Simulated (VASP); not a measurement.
# TiO2 (Rutile): single point with LDA

The system is TiO2 (Rutile), a slab with vacuum.

```
CELL_PARAMETERS angstrom
2.91713 0.00000 0.00000
0.00000 4.54816 0.00000
0.00000 0.00000 25.87951
ATOMIC_POSITIONS crystal
O 0.50000 0.19603 0.28980
O 0.50000 0.80397 0.35871
O 0.00000 0.30397 0.37768
O 0.00000 0.69603 0.44658
O 0.50000 0.19603 0.46555
O 0.50000 0.80397 0.53445
O 0.00000 0.30397 0.55342
O 0.00000 0.69603 0.62232
O 0.50000 0.19603 0.64129
O 0.50000 0.80397 0.71020
Ti 0.00000 0.00000 0.32426
Ti 0.50000 0.50000 0.41213
Ti 0.00000 0.00000 0.50000
Ti 0.50000 0.50000 0.58787
Ti 0.00000 0.00000 0.67574
```

| Quantity | Value |
| --- | --- |
| Program | VASP 6.6.1 |
| Task | single point |
| Functional | LDA |
| Potentials or basis | VASP PAW LDA potentials, release 64 (O, Ti_sv) |
| Cutoff | 520 eV |
| k mesh | 9 × 6 × 1 |
| Occupations | gaussian, width 0.05 eV |
| Spin | no spin polarisation |

```
Largest force          : 3.918 eV/Å
Band gap on the k mesh : 2.08 eV, indirect (least direct gap 2.11 eV)
```

Forces in eV/Å, atoms in the order of the input:
```
O    0.000 -2.223  1.036
O    0.000 -1.135 -0.009
O    0.000 -0.545 -0.412
O    0.000 -0.061 -0.064
O    0.000 -0.011  0.013
O    0.000  0.011 -0.013
O    0.000  0.061  0.064
O    0.000  0.545  0.412
O    0.000  1.135  0.009
O    0.000  2.223 -1.036
Ti   0.000  3.861 -0.666
Ti   0.000  0.128 -0.031
Ti   0.000  0.000  0.000
Ti   0.000 -0.128  0.031
Ti   0.000 -3.861  0.666
```

Levels at points of the mesh, in eV from the valence-band top:
```tsv
k point	band 58	band 59	band 60	band 61	band 62	band 63
(0.00, 0.00, 0.00)	-0.26	-0.04	0.00	2.10	2.45	2.50
(0.00, 0.50, 0.00)	-0.39	-0.38	-0.37	2.08	2.38	2.44
```

It took 19 min on 1 thread of AMD EPYC 7R43 64-Core Processor (Zen 3) (shared host), peak memory 0.47 GiB.
